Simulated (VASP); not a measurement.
CsCaBr3: single point with LDA

Crystal: CsCaBr3.

```
Cs Ca Br
1.0
     5.70867    0.00000    0.00000
     0.00000    5.70867    0.00000
     0.00000    0.00000    5.70867
Cs Ca Br
1 1 3
Direct
  0.00000 0.00000 0.00000
  0.50000 0.50000 0.50000
  0.50000 0.00000 0.50000
  0.00000 0.50000 0.50000
  0.50000 0.50000 0.00000
```

```
Program             : VASP 6.6.1
Task                : single point
Functional          : LDA
Potentials or basis : VASP PAW LDA potentials, release 64 (Cs_sv, Ca_sv, Br)
Cutoff              : 520 eV
k mesh              : 3 × 3 × 3
Occupations         : gaussian, width 0.01 eV
Spin                : no spin polarisation
```

```yaml
Pressure: -2.0 GPa
Band_gap_on_the_k_mesh: 4.25 eV, indirect (least direct gap 4.34 eV)
```

Levels at points of the mesh, in eV from the valence-band top:
| k point | band 17 | band 18 | band 19 | band 20 | band 21 | band 22 | band 23 | band 24 |
| --- | --- | --- | --- | --- | --- | --- | --- | --- |
| (0.00, 0.00, 0.00) | -0.42 | -0.09 | -0.09 | -0.09 | 4.25 | 4.66 | 4.66 | 4.66 |

Run time: 11 s on 1 thread of Intel(R) Xeon(R) 6975P-C (Granite Rapids) (shared host), peak memory 0.21 GiB.

Caveat: spin-orbit coupling is left out, which moves the levels of the heavy elements. LDA gaps usually lie below the measured ones, often by a third to a half.
